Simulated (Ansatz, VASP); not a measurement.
## KMgF3: VASP beside Ansatz

```xyz
5
Lattice="3.9859 0.0000 0.0000 0.0000 3.9859 0.0000 0.0000 0.0000 3.9859" Properties=species:S:1:pos:R:3 pbc="T T T"
K     1.9929    1.9929    1.9929
Mg    0.0000    0.0000    0.0750
F     1.9929    0.0000    0.0000
F     0.0000    1.9929    0.0000
F     0.0000    0.0000    1.9929
```

Change from the starting cell: all Mg atoms moved +0.075 Å, as atom 2 along Cartesian [0 0 1].

Alike in both runs: task single point; functional PBE; k mesh 6 × 6 × 6; occupations gaussian, width 0.05 eV; no spin polarisation.

```csv
,VASP,Ansatz
version,VASP 6.6.1,Ansatz 0.2.0
potentials or method,"VASP PAW PBE potentials, release 64 (K_sv, Mg, F), cutoff 520 eV","scalar-relativistic, plane waves, PAW"
valence electrons in the cell,32,40
```

Ansatz gave:

| Property | Result |
| --- | --- |
| gap on the k mesh at the Fermi level (eV) | 7.33 |
| least direct gap on the mesh (eV) | 7.65 |
| pressure (GPa) | 4.0 |
| traceless stress, the component that is largest in VASP (GPa) | 0.51 |
| rms of the force components (eV/Å) | 0.234 |

Estimate VASP's values.

gap on the k mesh at the Fermi level (eV): 7.30; least direct gap on the mesh (eV): 7.63; pressure (GPa): 3.6; traceless stress, the component that is largest in VASP (GPa): 0.52; rms of the force components (eV/Å): 0.238.

Atom by atom the forces differ by 0.004 eV/Å (rms over components). With one functional, cell and mesh, what is left measures potentials, basis and numerics. VASP's potentials hold 32 valence electrons a cell and Ansatz's 40, so a difference there can come from the potentials and not from the codes.
